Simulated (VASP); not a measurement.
# BN (R-3m) in VASP: notebook

BN is run at these levels: r2SCAN; tasks: single point.

Program: VASP 6.6.1. These are calculated values, not measurements. Logs are shortened: lines on timing, memory, paths and dates and some standing lists are left out, and cuts for length are marked.

### Step 1. The cell of the first run

Symmetry: R-3m, No. 166, trigonal system. The conventional cell has a = 2.469 Å, b = 2.469 Å, c = 5.927 Å, α = 90.00°, β = 90.00°, γ = 120.00°. Within 2.3 Å of B (site symmetry -3m) lie 6 N at 1.73 Å. N (site symmetry -3m) has 6 B at 1.73 Å within 2.3 Å.

### Step 2. Single point, r2SCAN (strain along [111] -2.0%)

POSCAR

```
BN
1.0
   -0.0232776792      1.7225482609      1.7225482609
    1.7225482609     -0.0232776792      1.7225482609
    1.7225482609      1.7225482609     -0.0232776792
B N
1 1
Direct
    0.0000000000      0.0000000000      0.0000000000
    0.5000000000      0.5000000000      0.5000000000
```

INCAR.step1

```
SYSTEM = BN
PREC = Accurate ; ENCUT = 520
ISMEAR = 0 ; SIGMA = 0.01
LREAL = .FALSE. ; LASPH = .TRUE.
NELM = 100 ; NBANDS = 11
GGA = PE ; ALGO = Normal
EDIFF = 1E-4 ; LWAVE = .TRUE.
LCHARG = .FALSE.
```

INCAR.step2

```
SYSTEM = BN
PREC = Accurate ; ENCUT = 520
EDIFF = 1E-7 ; ISMEAR = 0
SIGMA = 0.01 ; LREAL = .FALSE.
LASPH = .TRUE. ; NELM = 100
ALGO = Normal ; ISIF = 2
LWAVE = .FALSE. ; LCHARG = .FALSE.
METAGGA = R2SCAN ; LMIXTAU = .TRUE.
NBANDS = 11 ; ISTART = 1
```

KPOINTS

```
Automatic mesh
0
G
  12 12 12
  0 0 0
```

Potentials or basis: VASP PAW PBE potentials, release 64 (B, N).

Started as:

```console
$ cat potpaw_PBE.64/B/POTCAR potpaw_PBE.64/N/POTCAR > POTCAR
$ cp INCAR.step1 INCAR
$ mpirun -np 1 vasp_std > vasp.out
$ cp INCAR.step2 INCAR
$ mpirun -np 1 vasp_std > vasp.out
```

OUTCAR:

```text
SYSTEM = BN
   PREC = Accurate
   ENCUT = 520
   EDIFF = 1E-7
   ISMEAR = 0
   LREAL = .FALSE.
   LASPH = .TRUE.
   NELM = 100
   ISIF = 2
   METAGGA = R2SCAN
   ISTART = 1

 ion  position               nearest neighbor table
   1  0.000  0.000  0.000-   2 1.73   2 1.73   2 1.73   2 1.73   2 1.73   2 1.73
   2  0.500  0.500  0.500-   1 1.73   1 1.73   1 1.73   1 1.73   1 1.73   1 1.73

  LATTYP: Found a trigonal (rhomboedric) cell.
 ALAT       =     2.4361623248
 COS(alpha) =     0.4864420707

  Lattice vectors:

 A1 = (  -0.0232776792,   1.7225482609,   1.7225482609)
 A2 = (   1.7225482609,  -0.0232776792,   1.7225482609)
 A3 = (   1.7225482609,   1.7225482609,  -0.0232776792)

Analysis of symmetry for initial positions (statically):
=====================================================================
 Subroutine PRICEL returns:
 Original cell was already a primitive cell.

 Routine SETGRP: Setting up the symmetry group for a
 trigonal (rhombohedral) supercell.

 Subroutine GETGRP returns: Found 12 space group operations
 (whereof 12 operations were pure point group operations)
 out of a pool of 12 trial point group operations.

The static configuration has the point symmetry D_3d.

Analysis of symmetry for dynamics (positions and initial velocities):
=====================================================================
 Subroutine PRICEL returns:
 Original cell was already a primitive cell.

 Routine SETGRP: Setting up the symmetry group for a
 trigonal (rhombohedral) supercell.

 Subroutine GETGRP returns: Found 12 space group operations
 (whereof 12 operations were pure point group operations)
 out of a pool of 12 trial point group operations.

The dynamic configuration has the point symmetry D_3d.

 Subroutine INISYM returns: Found 12 space group operations
 (whereof 12 operations are pure point group operations),
 and found     1 'primitive' translations

----------------------------------------------------------------------------------------

                                     Primitive cell

  volume of cell :      10.4294

  direct lattice vectors                    reciprocal lattice vectors
    -0.023277679  1.722548261  1.722548261    -0.284449113  0.288345676  0.288345676
     1.722548261 -0.023277679  1.722548261     0.288345676 -0.284449113  0.288345676
     1.722548261  1.722548261 -0.023277679     0.288345676  0.288345676 -0.284449113

  length of vectors
     2.436162325  2.436162325  2.436162325     0.497189858  0.497189858  0.497189858

  position of ions in fractional coordinates (direct lattice)
     0.000000000  0.000000000  0.000000000
     0.500000000  0.500000000  0.500000000

  ion indices of the primitive-cell ions
   primitive index   ion index
                 1           1
                 2           2

----------------------------------------------------------------------------------------

 KPOINTS: Automatic mesh

Automatic generation of k-mesh.
 Grid dimensions read from file:
 generate k-points for:   12   12   12

 Generating k-lattice:

  Cartesian coordinates                     Fractional coordinates (reciprocal lattice)
    -0.023704093  0.024028806  0.024028806     0.083333333  0.000000000 -0.000000000
     0.024028806 -0.023704093  0.024028806     0.000000000  0.083333333 -0.000000000
     0.024028806  0.024028806 -0.023704093     0.000000000  0.000000000  0.083333333

  Length of vectors
     0.041432488  0.041432488  0.041432488

  Shift w.r.t. Gamma in fractional coordinates (k-lattice)
     0.000000000  0.000000000  0.000000000

 Subroutine IBZKPT returns following result:
 ===========================================

 Found    189 irreducible k-points:

 Following reciprocal coordinates:
            Coordinates               Weight
  0.000000  0.000000  0.000000      1.000000
  0.083333  0.000000  0.000000      6.000000
  0.166667  0.000000  0.000000      6.000000
  0.250000  0.000000  0.000000      6.000000
  0.333333  0.000000  0.000000      6.000000
  0.416667 -0.000000 -0.000000      6.000000
[... 16 lines left out ...]
  0.500000  0.166667  0.000000     12.000000
 -0.416667  0.166667 -0.000000     12.000000
 [... further k-points ...]
   k-points           NKPTS =    189   k-points in BZ     NKDIM =    189   number of bands    NBANDS=     11
   number of dos      NEDOS =    301   number of ions     NIONS =      2
   total plane-waves  NPLWV =   5832
   dimension x,y,z NGX =    18 NGY =   18 NGZ =   18
   dimension x,y,z NGXF=    36 NGYF=   36 NGZF=   36
   ions per type =               1   1
   NGX,Y,Z   is equivalent  to a cutoff of  12.28, 12.28, 12.28 a.u.
   NGXF,Y,Z  is equivalent  to a cutoff of  24.57, 24.57, 24.57 a.u.
 SYSTEM =  BN
   PREC   = accura    normal or accurate (medium, high low for compatibility)
   ISTART =      1    job   : 0-new  1-cont  2-samecut
   ICHARG =      0    charge: 1-file 2-atom 10-const
   ISPIN  =      1    spin polarized calculation?
   LNONCOLLINEAR =      F non collinear calculations
   LSORBIT =      F    spin-orbit coupling
   LASPH  =      T    aspherical Exc in radial PAW
   ENCUT  =  520.0 eV  38.22 Ry    6.18 a.u.   4.53  4.53  4.53*2*pi/ulx,y,z
   NELM   =    100;   NELMIN=  2; NELMDL=  0     # of ELM steps
   EDIFF  = 0.1E-06   stopping-criterion for ELM
   LREAL  =      F    real-space projection
   EDIFFG = 0.1E-05   stopping-criterion for IOM
   NSW    =      0    number of steps for IOM
   IBRION =     -1    ionic relax: 0-MD 1-quasi-New 2-CG
   NFREE  =      0    steps in history (QN), initial steepest desc. (CG)
   ISIF   =      2    stress and relaxation
   ISYM   =      2    0-nonsym 1-usesym 2-fastsym
   POTIM  = 0.5000    time-step for ionic-motion
   TEBEG  =    0.0;   TEEND  =   0.0 temperature during run
   PSTRESS=    0.0 pullay stress
   NELECT =       8.0000    total number of electrons
   NUPDOWN=      -1.0000    fix difference up-down
   EMIN   =  10.00;   EMAX   =-10.00  energy-range for DOS
   EFERMI =   0.00;   METHOD = LEGACY
   ISMEAR =     0;   SIGMA  =   0.01  broadening in eV -4-tet -1-fermi 0-gaus
   EFERMI_NEDOS =   21; number of points for ismear=-14 and -15
   IALGO  =     38    algorithm
   IMIX   =      4    mixing-type and parameters
     AMIX     =   0.40;   BMIX     =  1.00
     AMIX_MAG =   1.60;   BMIX_MAG =  1.00
  volume/ion in A,a.u.               =       5.21        35.19
  Fermi-wavevector in a.u.,A,eV,Ry     =   1.498598  2.831940 30.555916  2.245796
  Thomas-Fermi vector in A             =   2.610336
   LORBIT       =      0    0 simple, 1 ext, 2 COOP (PROOUT), +10 PAW based schemes
   METAGGA = R2SCAN    functional components
   LHFCALC =     F    Hartree Fock is set to
   AEXX    =    0.0000 exact exchange contribution
   IVDW    =     0    specifies the selected vdW correction
   LEPSILON=     F    determine dielectric tensor
   LRPA    =     F    only Hartree local field effects (RPA)
 non-spin polarized calculation
 Gauss-broadening in eV      SIGMA  =   0.01
  energy-cutoff  :      520.00
  volume of cell :       10.43
 maximum number of plane-waves:       293
   NGX =  9   NGY =  9   NGZ =  9

 number of electron       7.9999997 magnetization

 Free energy of the ion-electron system (eV)
  ---------------------------------------------------
  ext. energy  EPLUGINS =         0.00000000
  ---------------------------------------------------
  free energy    TOTEN  =       -15.41076080 eV

  energy without entropy =      -15.41076080  energy(sigma->0) =      -15.41076080

 E-fermi :  10.8533     XC(G=0): -14.8153

 val. band max:       10.7812727399   @ k =  -0.1667   0.1667   0.0000
 cond. band min:      12.1483515715   @ k =   0.5000   0.5000   0.0000
 fundamental gap:      1.3670788316
 Fermi energy:        10.8532870876

 k-point     1 :       0.0000    0.0000    0.0000
  band No.  band energies     occupation
      1     -13.3381      2.00000
      2       9.5675      2.00000
      3       9.5675      2.00000
      4      10.0638      2.00000
      5      20.9022      0.00000
      6      23.9376      0.00000
      7      24.0982      0.00000
      8      24.0982      0.00000
      9      29.8704      0.00000
     10      29.8704      0.00000
     11      30.8288      0.00000

 k-point     2 :       0.0833    0.0000    0.0000
  band No.  band energies     occupation
      1     -13.1330      2.00000
      2       8.7011      2.00000
      3       9.5558      2.00000
      4       9.9979      2.00000
      5      21.1749      0.00000
      6      23.2179      0.00000
      7      23.3301      0.00000
      8      23.8890      0.00000
      9      29.6067      0.00000
     10      30.3900      0.00000
     11      31.2689      0.00000

 k-point     3 :       0.1667    0.0000    0.0000
  band No.  band energies     occupation
      1     -12.5231      2.00000
      2       6.4745      2.00000
      3       9.5427      2.00000
      4       9.9355      2.00000
      5      21.1170      0.00000
      6      21.5971      0.00000
      7      21.6106      0.00000
      8      23.9717      0.00000
      9      29.6196      0.00000
     10      31.8558      0.00000
     11      32.7478      0.00000

 k-point     4 :       0.2500    0.0000    0.0000
  band No.  band energies     occupation
      1     -11.5287      2.00000
      2       3.6723      2.00000
      3       9.5748      2.00000
      4       9.9105      2.00000
      5      19.6797      0.00000
      6      19.6852      0.00000
      7      20.4640      0.00000
      8      24.6869      0.00000
      9      30.4994      0.00000
     10      34.1499      0.00000
     11      35.0959      0.00000

 k-point     5 :       0.3333    0.0000    0.0000
  band No.  band energies     occupation
      1     -10.2074      2.00000
      2       0.8306      2.00000
      3       9.6768      2.00000
      4       9.9499      2.00000
      5      18.0306      0.00000
      6      18.1215      0.00000
      7      19.6667      0.00000
      8      25.3171      0.00000
      9      32.1354      0.00000
     10      37.1667      0.00000
     11      38.1676      0.00000
[... 211 lines left out ...]
 k-point    21 :       0.3333    0.1667    0.0000
  band No.  band energies     occupation
      1     -10.3745      2.00000
      2       3.0862      2.00000
      3       7.4934      2.00000
      4       8.2386      2.00000
      5      15.7019      0.00000
      6      22.2177      0.00000
      7      22.6944      0.00000
      8      25.2625      0.00000
      9      26.7839      0.00000
     10      38.9158      0.00000
     11      40.7954      0.00000

 k-point    22 :       0.4167    0.1667   -0.0000
  band No.  band energies     occupation
      1      -8.9781      2.00000
      2       0.4444      2.00000
      3       7.4255      2.00000
      4       7.6192      2.00000
      5      15.5120      0.00000
      6      21.0787      0.00000
      7      21.8804      0.00000
      8      26.2096      0.00000
      9      28.5869      0.00000
     10      40.6762      0.00000
     11      43.8189      0.00000

 k-point    23 :       0.5000    0.1667    0.0000
  band No.  band energies     occupation
      1      -7.6172      2.00000
      2      -1.6255      2.00000
      3       6.5767      2.00000
      4       8.0010      2.00000
      5      15.8084      0.00000
      6      19.7208      0.00000
      7      21.7024      0.00000
      8      26.6149      0.00000
      9      31.2842      0.00000
     10      39.2889      0.00000
     11      45.2782      0.00000

 k-point    24 :      -0.4167    0.1667   -0.0000
  band No.  band energies     occupation
      1      -7.3654      2.00000
      2      -1.9557      2.00000
      3       5.8515      2.00000
      4       8.7103      2.00000
      5      16.4396      0.00000
      6      18.5837      0.00000
      7      21.8794      0.00000
      8      26.5743      0.00000
      9      34.0578      0.00000
     10      37.0380      0.00000
     11      41.6331      0.00000

 [... further k-points ...]
[... 5 lines left out ...]
  --------------------------------------------------------------------------------------
  -------------------------------------------------------------------------------------
  Total        0.5865310      0.5865310      0.5865310      0.5963342      0.5963342      0.5963342
  in kB       90.1037138     90.1037138     90.1037138     91.6096901     91.6096901     91.6096901
  external PRESSURE =      90.1037138 kB  Pullay stress =       0.0000000 kB

 VOLUME and BASIS-vectors are now :
 -----------------------------------------------------------------------------
  energy-cutoff  :      520.00
  volume of cell :       10.43
      direct lattice vectors                 reciprocal lattice vectors
    -0.023277679  1.722548261  1.722548261    -0.284449113  0.288345676  0.288345676
     1.722548261 -0.023277679  1.722548261     0.288345676 -0.284449113  0.288345676
     1.722548261  1.722548261 -0.023277679     0.288345676  0.288345676 -0.284449113

 POSITION                                       TOTAL-FORCE (eV/Angst)
 -----------------------------------------------------------------------------------
      0.00000      0.00000      0.00000        -0.000000     -0.000000     -0.000000
      1.71091      1.71091      1.71091         0.000000      0.000000      0.000000
 -----------------------------------------------------------------------------------
    total drift:                               -0.000000     -0.000000     -0.000000

  FREE ENERGIE OF THE ION-ELECTRON SYSTEM (eV)
  ---------------------------------------------------
  free  energy   TOTEN  =       -15.4107607980 eV

  energy  without entropy=      -15.4107607980  energy(sigma->0) =      -15.41076080
```

Wall time 64 s (1 thread of Intel Xeon Platinum 8259CL at 2.50GHz (Skylake/Cascade Lake), shared host); peak memory 0.13 GiB.

Results:

| Property | Result |
| --- | --- |
| Free energy | -15.4108 eV |
| Pressure | 9.0 GPa |
| Band gap on the k mesh | 1.37 eV (least direct gap 6.41 eV) |

Levels at points of the mesh, in eV from the valence-band top:
| k point | band 1 | band 2 | band 3 | band 4 | band 5 | band 6 | band 7 | band 8 |
| --- | --- | --- | --- | --- | --- | --- | --- | --- |
| (0.00, 0.00, 0.00) | -24.12 | -1.21 | -1.21 | -0.72 | 10.12 | 13.16 | 13.32 | 13.32 |
| (0.50, 0.00, 0.00) | -18.71 | -13.56 | -0.90 | -0.71 | 5.70 | 5.89 | 8.19 | 15.01 |
| (0.50, 0.50, 0.00) | -15.72 | -12.70 | -6.35 | -5.92 | 1.37 | 9.46 | 15.97 | 16.10 |
| (0.50, 0.50, 0.50) | -18.46 | -13.29 | -1.07 | -1.07 | 5.43 | 5.43 | 7.59 | 14.76 |

Caveat: the cell differs from its parent crystal (strain along [111] -2.0%); the cell stands under pressure; the PAW data sets were made with another functional, which shifts forces and pressure a little. A k mesh can miss the band edges.

### Step 3. Single point, r2SCAN (epitaxial 111 strain +1.0%)

POSCAR

```
BN
1.0
   -0.0107435385      1.7525406610      1.7525406610
    1.7525406610     -0.0107435385      1.7525406610
    1.7525406610      1.7525406610     -0.0107435385
B N
1 1
Direct
    0.0000000000      0.0000000000      0.0000000000
    0.5000000000      0.5000000000      0.5000000000
```

INCAR.step1

```
ALGO = Normal ; EDIFF = 1E-4
ENCUT = 520 ; GGA = PE
ISMEAR = 0 ; LASPH = T
LCHARG = F ; LREAL = F
LWAVE = T ; NBANDS = 11
NELM = 80 ; PREC = Accurate
SIGMA = 0.01
```

INCAR.step2

```
ALGO = Normal ; EDIFF = 1E-6
ENCUT = 520 ; ISIF = 2
ISMEAR = 0 ; ISTART = 1
LASPH = T ; LCHARG = T
LELF = T ; LMIXTAU = T
LREAL = F ; LVHAR = T
LWAVE = F ; METAGGA = R2SCAN
NBANDS = 11 ; NELM = 80
PREC = Accurate ; SIGMA = 0.01
```

KPOINTS

```
k-points
0
Gamma
  12 12 12
```

Potentials or basis: VASP PAW PBE potentials, release 64 (B, N).

Started as:

```console
$ cat potpaw_PBE.64/B/POTCAR potpaw_PBE.64/N/POTCAR > POTCAR
$ cp INCAR.step1 INCAR
$ mpirun -np 1 vasp_std > vasp.out
$ cp INCAR.step2 INCAR
$ mpirun -np 1 vasp_std > vasp.out
```

OUTCAR:

```text
EDIFF = 1E-6
   ENCUT = 520
   ISIF = 2
   ISMEAR = 0
   ISTART = 1
   LASPH = T
   LREAL = F
   METAGGA = R2SCAN
   NELM = 80
   PREC = Accurate

 ion  position               nearest neighbor table
   1  0.000  0.000  0.000-   2 1.76   2 1.76   2 1.76   2 1.76   2 1.76   2 1.76
   2  0.500  0.500  0.500-   1 1.76   1 1.76   1 1.76   1 1.76   1 1.76   1 1.76

  LATTYP: Found a trigonal (rhomboedric) cell.
 ALAT       =     2.4784900566
 COS(alpha) =     0.4938604554

  Lattice vectors:
[... 513 lines left out ...]
      4       8.1402      2.00000
      5      15.5341      0.00000
      6      17.7314      0.00000
      7      20.7834      0.00000
      8      25.2722      0.00000
      9      33.0776      0.00000
     10      35.9250      0.00000
     11      40.3477      0.00000

 [... further k-points ...]
[... 5 lines left out ...]
  --------------------------------------------------------------------------------------
  -------------------------------------------------------------------------------------
  Total       -0.5102350     -0.5102350     -0.5102350      0.2657602      0.2657602      0.2657602
  in kB      -75.2439068    -75.2439068    -75.2439068     39.1914187     39.1914187     39.1914187
  external PRESSURE =     -75.2439068 kB  Pullay stress =       0.0000000 kB

 VOLUME and BASIS-vectors are now :
 -----------------------------------------------------------------------------
  energy-cutoff  :      520.00
  volume of cell :       10.86
      direct lattice vectors                 reciprocal lattice vectors
    -0.010743539  1.752540661  1.752540661    -0.282689950  0.284433603  0.284433603
     1.752540661 -0.010743539  1.752540661     0.284433603 -0.282689950  0.284433603
     1.752540661  1.752540661 -0.010743539     0.284433603  0.284433603 -0.282689950

 POSITION                                       TOTAL-FORCE (eV/Angst)
 -----------------------------------------------------------------------------------
      0.00000      0.00000      0.00000        -0.000000     -0.000000      0.000000
      1.74717      1.74717      1.74717         0.000000      0.000000     -0.000000
 -----------------------------------------------------------------------------------
    total drift:                               -0.000000     -0.000000     -0.000000

  FREE ENERGIE OF THE ION-ELECTRON SYSTEM (eV)
  ---------------------------------------------------
  free  energy   TOTEN  =       -15.4229943427 eV

  energy  without entropy=      -15.4229943427  energy(sigma->0) =      -15.42299434
```

OSZICAR.step1:

```text
N       E                     dE             d eps       ncg     rms          rms(c)
DAV:   1     0.115833116072E+02    0.11583E+02   -0.49709E+03  4281   0.725E+02
DAV:   2    -0.142654240048E+02   -0.25849E+02   -0.24501E+02  4924   0.157E+02
DAV:   3    -0.147596738344E+02   -0.49425E+00   -0.49312E+00  4935   0.182E+01
DAV:   4    -0.147601189931E+02   -0.44516E-03   -0.44515E-03  4569   0.605E-01
DAV:   5    -0.147601192059E+02   -0.21280E-06   -0.21280E-06  4497   0.137E-02    0.624E+00
DAV:   6    -0.139299268798E+02    0.83019E+00   -0.43025E+00  4584   0.106E+01    0.232E+00
DAV:   7    -0.139380936762E+02   -0.81668E-02   -0.74350E-02  4563   0.237E+00    0.155E+00
DAV:   8    -0.139426344881E+02   -0.45408E-02   -0.69868E-03  4407   0.628E-01    0.310E-01
DAV:   9    -0.139424001312E+02    0.23436E-03   -0.10980E-03  4578   0.175E-01    0.859E-02
DAV:  10    -0.139424092342E+02   -0.91030E-05   -0.41828E-05  2361   0.487E-02
   1 F= -.13942409E+02 E0= -.13942409E+02  d E =0.000000E+00
```

It took 57 s on 1 thread of Intel Xeon Platinum 8259CL at 2.50GHz (Skylake/Cascade Lake), shared host; peak memory 0.13 GiB.

Results:

```yaml
Free_energy: -15.4230 eV
Pressure: -7.5 GPa
Band_gap_on_the_k_mesh: 1.12 eV (least direct gap 6.35 eV)
```

Stress tensor (GPa, compression positive):
```
-7.52  3.92  3.92
 3.92 -7.52  3.92
 3.92  3.92 -7.52
```

Caveat: the cell differs from its parent crystal (epitaxial 111 strain +1.0%); the cell stands under tension; the PAW data sets were made with another functional, which shifts forces and pressure a little.
